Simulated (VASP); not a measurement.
# Cu2H3 (Pmmm) in VASP: a series of runs

Runs on Cu2H3. Level: PBE. Tasks: relaxation of cell and atoms, single point.

All numbers are computed with VASP 6.6.1; they aren't measurements. Logs are shortened: lines on timing, memory, paths and dates and some standing lists are left out, and cuts for length are marked.

### Step 1. The cell of the first run

Symmetry: Pmmm, No. 47, orthorhombic system. Conventional cell: a = 3.292 Å, b = 4.050 Å, c = 4.882 Å, α = 90.00°, β = 90.00°, γ = 90.00°. Within 2.7 Å of Cu (site symmetry mmm) lie 2 Cu at 2.02 Å and 4 H at 2.61 Å. Within 2.2 Å of Cu (site symmetry mmm) lie 2 H at 1.65 Å and 2 Cu at 2.02 Å. H (site symmetry mmm) has 2 Cu at 1.65 Å within 2.2 Å. H (site symmetry mmm) has 2 H at 1.65 Å within 2.2 Å. Within 2.2 Å of H (site symmetry mmm) lie 2 H at 1.65 Å.

The cell was generated, and may not be a known phase.

### Step 2. Relaxation of cell and atoms, PBE

The input, INCAR:

```
PREC = Accurate
ENCUT = 600
EDIFF = 1E-6
ISMEAR = 0
SIGMA = 0.1
LREAL = F
LASPH = T
NELM = 60
ALGO = Fast
ISIF = 3
LWAVE = F
LCHARG = F
GGA = PE
IBRION = 2
NSW = 90
EDIFFG = -0.04
```

The input, KPOINTS:

```
Automatic mesh
0
Gamma
  6 4 4
```

The input, POSCAR:

```
Cu2H3
1.0
    3.2918257000      0.0000000000      0.0000000000
    0.0000000000      4.0495665500      0.0000000000
    0.0000000000      0.0000000000      4.8818395300
Cu H
2 3
Direct
    0.5000000000      0.5000000000      0.5000000000
    0.5000000000      0.0000000000      0.5000000000
    0.0000000000      0.0000000000      0.5000000000
    0.5000000000      0.0000000000      0.0000000000
    0.0000000000      0.0000000000      0.0000000000
```

Potentials or basis: VASP PAW PBE potentials, release 64 (Cu, H).

Launch:

```
$ cat potpaw_PBE.64/Cu/POTCAR potpaw_PBE.64/H/POTCAR > POTCAR
$ mpirun -np 1 vasp_std > vasp.out
```

OUTCAR:

```text
PREC = Accurate
   ENCUT = 600
   EDIFF = 1E-6
   ISMEAR = 0
   LREAL = F
   LASPH = T
   NELM = 60
   ISIF = 3
   GGA = PE
   IBRION = 2
   NSW = 90
   EDIFFG = -0.04

 ion  position               nearest neighbor table
   1  0.500  0.500  0.500-   2 2.02   2 2.02
   2  0.500  0.000  0.500-   3 1.65   3 1.65   1 2.02   1 2.02
   3  0.000  0.000  0.500-   2 1.65   2 1.65
   4  0.500  0.000  0.000-
   5  0.000  0.000  0.000-

  LATTYP: Found a simple orthorhombic cell.
 ALAT       =     3.2918257000
 B/A-ratio  =     1.2301886306
 C/A-ratio  =     1.4830188397

  Lattice vectors:

 A1 = (   3.2918257000,   0.0000000000,   0.0000000000)
 A2 = (   0.0000000000,   4.0495665500,   0.0000000000)
 A3 = (   0.0000000000,   0.0000000000,   4.8818395300)

Analysis of symmetry for initial positions (statically):
=====================================================================
 Subroutine PRICEL returns:
 Original cell was already a primitive cell.

 Routine SETGRP: Setting up the symmetry group for a
 simple orthorhombic supercell.

 Subroutine GETGRP returns: Found  8 space group operations
 (whereof  8 operations were pure point group operations)
 out of a pool of  8 trial point group operations.

The static configuration has the point symmetry D_2h.

Analysis of symmetry for dynamics (positions and initial velocities):
=====================================================================
 Subroutine PRICEL returns:
 Original cell was already a primitive cell.

 Routine SETGRP: Setting up the symmetry group for a
 simple orthorhombic supercell.

 Subroutine GETGRP returns: Found  8 space group operations
 (whereof  8 operations were pure point group operations)
 out of a pool of  8 trial point group operations.

The dynamic configuration has the point symmetry D_2h.

 Subroutine INISYM returns: Found  8 space group operations
 (whereof  8 operations are pure point group operations),
 and found     1 'primitive' translations

----------------------------------------------------------------------------------------

                                     Primitive cell

  volume of cell :      65.0772

  direct lattice vectors                    reciprocal lattice vectors
     3.291825700  0.000000000  0.000000000     0.303782791  0.000000000  0.000000000
     0.000000000  4.049566550  0.000000000     0.000000000  0.246940009  0.000000000
     0.000000000  0.000000000  4.881839530     0.000000000  0.000000000  0.204840817

  length of vectors
     3.291825700  4.049566550  4.881839530     0.303782791  0.246940009  0.204840817

  position of ions in fractional coordinates (direct lattice)
     0.500000000  0.500000000  0.500000000
     0.500000000  0.000000000  0.500000000
     0.000000000  0.000000000  0.500000000
     0.500000000  0.000000000  0.000000000
     0.000000000  0.000000000  0.000000000

  ion indices of the primitive-cell ions
   primitive index   ion index
                 1           1
                 2           2
                 3           3
                 4           4
                 5           5

----------------------------------------------------------------------------------------

 KPOINTS: Automatic mesh

Automatic generation of k-mesh.
 Grid dimensions read from file:
 generate k-points for:    6    4    4

 Generating k-lattice:

  Cartesian coordinates                     Fractional coordinates (reciprocal lattice)
     0.050630465  0.000000000  0.000000000     0.166666667  0.000000000  0.000000000
     0.000000000  0.061735002  0.000000000     0.000000000  0.250000000  0.000000000
     0.000000000  0.000000000  0.051210204     0.000000000  0.000000000  0.250000000

  Length of vectors
     0.050630465  0.061735002  0.051210204

  Shift w.r.t. Gamma in fractional coordinates (k-lattice)
     0.000000000  0.000000000  0.000000000

 Subroutine IBZKPT returns following result:
 ===========================================

 Found     36 irreducible k-points:

 Following reciprocal coordinates:
            Coordinates               Weight
  0.000000  0.000000  0.000000      1.000000
  0.166667  0.000000  0.000000      2.000000
  0.333333  0.000000  0.000000      2.000000
  0.500000  0.000000  0.000000      1.000000
  0.000000  0.250000  0.000000      2.000000
  0.166667  0.250000  0.000000      4.000000
[... 16 lines left out ...]
  0.333333  0.500000  0.250000      4.000000
  0.500000  0.500000  0.250000      2.000000
 [... further k-points ...]
   k-points           NKPTS =     36   k-points in BZ     NKDIM =     36   number of bands    NBANDS=     16
   number of dos      NEDOS =    301   number of ions     NIONS =      5
   total plane-waves  NPLWV =  35840
   dimension x,y,z NGX =    28 NGY =   32 NGZ =   40
   dimension x,y,z NGXF=    56 NGYF=   64 NGZF=   80
   ions per type =               2   3
   NGX,Y,Z   is equivalent  to a cutoff of  14.14, 13.14, 13.62 a.u.
   NGXF,Y,Z  is equivalent  to a cutoff of  28.28, 26.27, 27.24 a.u.
 SYSTEM =  unknown system
   PREC   = accura    normal or accurate (medium, high low for compatibility)
   ISTART =      0    job   : 0-new  1-cont  2-samecut
   ICHARG =      2    charge: 1-file 2-atom 10-const
   ISPIN  =      1    spin polarized calculation?
   LNONCOLLINEAR =      F non collinear calculations
   LSORBIT =      F    spin-orbit coupling
   LASPH  =      T    aspherical Exc in radial PAW
   ENCUT  =  600.0 eV  44.10 Ry    6.64 a.u.   6.57  8.09  9.75*2*pi/ulx,y,z
   NELM   =     60;   NELMIN=  2; NELMDL= -5     # of ELM steps
   EDIFF  = 0.1E-05   stopping-criterion for ELM
   LREAL  =      F    real-space projection
   EDIFFG = -.4E-01   stopping-criterion for IOM
   NSW    =     90    number of steps for IOM
   IBRION =      2    ionic relax: 0-MD 1-quasi-New 2-CG
   NFREE  =      1    steps in history (QN), initial steepest desc. (CG)
   ISIF   =      3    stress and relaxation
   ISYM   =      2    0-nonsym 1-usesym 2-fastsym
   POTIM  = 0.5000    time-step for ionic-motion
   TEBEG  =    0.0;   TEEND  =   0.0 temperature during run
   PSTRESS=    0.0 pullay stress
   NELECT =      25.0000    total number of electrons
   NUPDOWN=      -1.0000    fix difference up-down
   EMIN   =  10.00;   EMAX   =-10.00  energy-range for DOS
   EFERMI =   0.00;   METHOD = LEGACY
   ISMEAR =     0;   SIGMA  =   0.10  broadening in eV -4-tet -1-fermi 0-gaus
   EFERMI_NEDOS =   21; number of points for ismear=-14 and -15
   IALGO  =     68    algorithm
   IMIX   =      4    mixing-type and parameters
     AMIX     =   0.40;   BMIX     =  1.00
     AMIX_MAG =   1.60;   BMIX_MAG =  1.00
  volume/ion in A,a.u.               =      13.02        87.83
  Fermi-wavevector in a.u.,A,eV,Ry     =   1.190087  2.248937 19.270013  1.416306
  Thomas-Fermi vector in A             =   2.326179
   LORBIT       =      0    0 simple, 1 ext, 2 COOP (PROOUT), +10 PAW based schemes
   GGA     = PE    functional components
   LHFCALC =     F    Hartree Fock is set to
   AEXX    =    0.0000 exact exchange contribution
   IVDW    =     0    specifies the selected vdW correction
   LEPSILON=     F    determine dielectric tensor
   LRPA    =     F    only Hartree local field effects (RPA)
 conjugate gradient relaxation of ions
 non-spin polarized calculation
 RMM-DIIS sequential band-by-band and
 Gauss-broadening in eV      SIGMA  =   0.10
  energy-cutoff  :      600.00
  volume of cell :       65.08
 maximum number of plane-waves:      2204
 NGX is ok and might be reduce to    28
   NGX = 13   NGY = 17   NGZ = 19

--------------------------------------- Ionic step        1  -------------------------------------------

 number of electron      24.9999997 magnetization

 Free energy of the ion-electron system (eV)
  ---------------------------------------------------
  ext. energy  EPLUGINS =         0.00000000
  ---------------------------------------------------
  free energy    TOTEN  =       -11.14513674 eV

  energy without entropy =      -11.13559646  energy(sigma->0) =      -11.14036660

------------------------ aborting loop because EDIFF is reached ----------------------------------------

  FORCE on cell =-STRESS in cart. coord.  units (eV):
  Direction    XX          YY          ZZ          XY          YZ          ZX
  --------------------------------------------------------------------------------------
  -------------------------------------------------------------------------------------
  Total       -7.4102041     14.4917476     -0.6009160      0.0000000      0.0000000      0.0000000
  in kB     -182.4365630    356.7816192    -14.7943365      0.0000000      0.0000000      0.0000000
  external PRESSURE =      53.1835732 kB  Pullay stress =       0.0000000 kB
[... 98 lines left out ...]
  FREE ENERGIE OF THE ION-ELECTRON SYSTEM (eV)
  ---------------------------------------------------
  free  energy   TOTEN  =       -12.9440272620 eV

  energy  without entropy=      -12.9334207700  energy(sigma->0) =      -12.93872402

 E-fermi :  -0.1570     XC(G=0):  -8.0818

 val. band max:       -0.1674999204   @ k =   0.1667   0.2500   0.5000
 cond. band min:      -0.1496862233   @ k =   0.3333   0.5000   0.2500
 fundamental gap:      0.0178136970
 Fermi energy:        -0.1569660479

 k-point     1 :       0.0000    0.0000    0.0000
  band No.  band energies     occupation
      1      -8.1374      2.00000
      2      -5.3760      2.00000
      3      -3.5866      2.00000
      4      -2.4200      2.00000
      5      -2.4005      2.00000
      6      -2.0762      2.00000
[... 433 lines left out ...]
      3      -2.7881      2.00000
      4      -2.7390      2.00000
      5      -2.3909      2.00000
      6      -2.1095      2.00000
[... 8 lines left out ...]
     15       2.3043      0.00000
     16       2.9482      0.00000

 [... further k-points ...]

[... ionic steps 4 to 9 ...]

--------------------------------------- Ionic step       10  -------------------------------------------

 number of electron      24.9999999 magnetization

------------------------ aborting loop because EDIFF is reached ----------------------------------------
[... 73 lines left out ...]
--------------------------------------- Ionic step       12  -------------------------------------------

 number of electron      24.9999989 magnetization

 Free energy of the ion-electron system (eV)
  ---------------------------------------------------
  ext. energy  EPLUGINS =         0.00000000
  ---------------------------------------------------
  free energy    TOTEN  =       -13.09963311 eV

  energy without entropy =      -13.08810639  energy(sigma->0) =      -13.09386975

 E-fermi :   0.1916     XC(G=0):  -8.3377

 val. band max:        0.1773386769   @ k =   0.1667   0.2500   0.5000
 cond. band min:       0.1950878392   @ k =   0.5000   0.0000   0.0000
 fundamental gap:      0.0177491623
 Fermi energy:         0.1915593038

 k-point     1 :       0.0000    0.0000    0.0000
  band No.  band energies     occupation
      1      -8.3697      2.00000
      2      -5.4156      2.00000
      3      -3.5912      2.00000
      4      -2.2859      2.00000
      5      -2.2465      2.00000
      6      -1.9334      2.00000
[... 433 lines left out ...]
      3      -2.6752      2.00000
      4      -2.5589      2.00000
      5      -2.1159      2.00000
      6      -1.9040      2.00000
[... 8 lines left out ...]
     15       2.9035      0.00000
     16       3.3760      0.00000

 [... further k-points ...]

------------------------ aborting loop because EDIFF is reached ----------------------------------------

  FORCE on cell =-STRESS in cart. coord.  units (eV):
  Direction    XX          YY          ZZ          XY          YZ          ZX
  --------------------------------------------------------------------------------------
  -------------------------------------------------------------------------------------
  Total       -0.1116526     -0.0635048      0.1180927      0.0000000      0.0000000      0.0000000
  in kB       -2.7480415     -1.5630084      2.9065480      0.0000000      0.0000000      0.0000000
  external PRESSURE =      -0.4681673 kB  Pullay stress =       0.0000000 kB
[... 20 lines left out ...]
  FREE ENERGIE OF THE ION-ELECTRON SYSTEM (eV)
  ---------------------------------------------------
  free  energy   TOTEN  =       -13.0996331078 eV

  energy  without entropy=      -13.0881063878  energy(sigma->0) =      -13.09386975

 reached required accuracy - stopping structural energy minimisation
```

Run time: 13 min. Hardware: 1 thread of Oxide Virtual Turin-like, shared host; peak memory 0.17 GiB.

What came out:

```
Free energy                           : -13.0996 eV
Relaxed volume                        : 13.02 Å³/atom
Relaxed cell                          : a = 2.779 Å, b = 4.827 Å, c = 4.853 Å, α = 90.00°, β = 90.00°, γ = 90.00°
Space group after relaxing (to 0.1 Å) : Pmmm (No. 47)
Energy gained by relaxing             : 390.9 meV/atom
Ionic steps                           : 12
Pressure after relaxing               : 0.0 GPa
Band gap on the k mesh                : zero (an odd number of electrons rules out a gap without spin polarisation)
```

The path:
| step | energy change (eV) | largest force (eV/Å) | pressure (GPa) | volume (Å³) |
| --- | --- | --- | --- | --- |
| 1 | 0.0000 | 0.0000 | 5.32 | 65.08 |
| 2 | -1.5668 | 0.0000 | -3.43 | 68.47 |
| 3 | -1.7989 | 0.0000 | -3.93 | 69.54 |
| 4 | -1.7545 | 0.0000 | -1.64 | 70.91 |
| 5 | -1.8538 | 0.0000 | -3.70 | 70.13 |
| 6 | -1.8514 | 0.0000 | -3.80 | 70.07 |
| 7 | -1.9360 | 0.0000 | -0.60 | 66.51 |
| 8 | -1.9363 | 0.0000 | -0.65 | 66.38 |
| 9 | -1.9493 | 0.0000 | -0.20 | 65.75 |
| 10 | -1.9537 | 0.0000 | -0.02 | 65.32 |
| 11 | -1.9503 | 0.0000 | 0.60 | 64.45 |
| 12 | -1.9545 | 0.0000 | -0.05 | 65.10 |

Final structure:
```
Cu H
1.0
     2.77884    0.00000    0.00000
     0.00000    4.82687    0.00000
     0.00000    0.00000    4.85318
Cu H
2 3
Direct
  0.50000 0.50000 0.50000
  0.50000 0.00000 0.50000
  0.00000 0.00000 0.50000
  0.50000 0.00000 0.00000
  0.00000 0.00000 0.00000
```

Levels at points of the mesh, in eV from the Fermi level:
| k point | band 10 | band 11 | band 12 | band 13 | band 14 | band 15 |
| --- | --- | --- | --- | --- | --- | --- |
| (0.00, 0.00, 0.00) | -0.88 | -0.81 | -0.76 | 1.35 | 2.12 | 2.63 |
| (0.50, 0.00, 0.00) | -0.87 | -0.82 | -0.17 | 0.00 | 2.90 | 3.97 |
| (0.00, 0.50, 0.00) | -1.17 | -0.98 | -0.76 | -0.67 | 3.57 | 4.99 |
| (0.50, 0.50, 0.00) | -1.16 | -0.94 | -0.87 | 0.08 | 2.54 | 3.03 |
| (0.00, 0.00, 0.50) | -0.88 | -0.81 | -0.76 | 1.69 | 2.87 | 3.20 |
| (0.50, 0.00, 0.50) | -0.88 | -0.83 | -0.82 | -0.26 | 1.50 | 4.18 |
| (0.00, 0.50, 0.50) | -1.22 | -0.98 | -0.93 | -0.76 | 2.34 | 7.30 |
| (0.50, 0.50, 0.50) | -1.17 | -0.81 | -0.65 | -0.25 | 1.86 | 2.92 |

Caveat: the k points lie up to 0.38 Å⁻¹ apart in the final cell, too coarse for converged energies and pressures of a metal; a cell axis changed by over 15 % at a fixed basis, so the end point is rough; an odd number of electrons without spin polarisation forces a metal; a magnetic or distorted state may lie lower.

[end of part 1 of 2]
